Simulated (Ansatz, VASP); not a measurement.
# Mg2ZnO3 in VASP and in Ansatz

Contents of INCAR:

```
  ALGO = Normal
  EDIFF = 1E-6
  ENCUT = 520
  GGA = CA
  ISIF = 2
  ISMEAR = 0
  LASPH = True
  LCHARG = True
  LDAU = True
  LDAUJ = 0 0 0
  LDAUL = -1 2 -1
  LDAUPRINT = 1
  LDAUTYPE = 2
  LDAUU = 0 3 0
  LELF = True
  LREAL = False
  LVHAR = True
  LWAVE = False
  NBANDS = 26
  NELM = 150
  PREC = Accurate
  SIGMA = 0.01
```

Contents of KPOINTS:

```
k-points
0
Gamma
  8 8 3
```

File POSCAR:

```
Mg2ZnO3
1.0
    3.0329985900      0.0000000000      0.0000000000
   -1.5164993000      2.6266538300      0.0000000000
    0.0000000000      0.0000000000      7.4033160000
Mg Zn O
2 1 3
Direct
    0.3333333291      0.6666666692      0.6657999996
    0.6666666709      0.3333333308      0.3342000004
    0.0000000000      0.0000000000      0.0000000000
    0.3333333291      0.6666666692      0.1726189994
    0.6666666709      0.3333333308      0.8273810006
    0.0000000000      0.0000000000      0.5000000000
```

Input for Ansatz:

```yaml
crystal:
  lattice:
    - [3.03299859, 0.0, 0.0]
    - [-1.5164993, 2.62665383, 0.0]
    - [0.0, 0.0, 7.403316]
  atoms:
    - { symbol: Mg, position: [0.33333332910726315, 0.6666666692047502, 0.665799999621791] }
    - { symbol: Mg, position: [0.6666666708927368, 0.33333333079524985, 0.33420000037820885] }
    - { symbol: Zn, position: [0.0, 0.0, 0.0] }
    - { symbol: O, position: [0.33333332910726315, 0.6666666692047502, 0.17261899937811648] }
    - { symbol: O, position: [0.6666666708927368, 0.33333333079524985, 0.8273810006218835] }
    - { symbol: O, position: [0.0, 0.0, 0.5] }
accuracy: medium
kpoints:
  mp_grid:
    grid: [8, 8, 3]
    shift: [0.0, 0.0, 0.0]
hamiltonian:
  xc: lda
  hubbard:
    - { species: Zn, l: d, u_eff: 3.0 }
scf:
  max_iter: 60
  convergence:
    dr2_threshold: 1.0e-05
  mixing:
    algorithm: anderson
  occupations:
    method: fixed
output:
  write_potential: true
  forces: true
```

Alike in both runs: task single point; functional LDA; k mesh 8 × 8 × 3; no spin polarisation; Hubbard terms Zn d U = 3.0 eV.

|  | VASP | Ansatz |
| --- | --- | --- |
| version | VASP 6.6.1 | Ansatz 0.2.0 |
| potentials or method | VASP PAW LDA potentials, release 64 (Mg, Zn, O) | plane waves, PAW |
| plane-wave cutoff (eV) | 520 | 420 |
| occupations | gaussian, width 0.01 eV | fixed |
| valence electrons in the cell | 34 | 50 |

```tsv
	VASP	Ansatz	Ansatz less VASP
gap on the k mesh at the Fermi level (eV)	3.02	2.97	-0.055
rms of the force components (eV/Å)	0.124	0.067	-0.0566
```

LDA's correlation is that of Perdew and Zunger in VASP and of Perdew and Wang (1992) in Ansatz. The programs project onto different local orbitals, so the same U acts differently, and such runs can settle in different states. Atom by atom the forces differ by 0.057 eV/Å (rms over components). VASP's potentials hold 34 valence electrons a cell and Ansatz's 50, so a difference there can come from the potentials and not from the codes. Ansatz's warnings: force scf threshold loose.
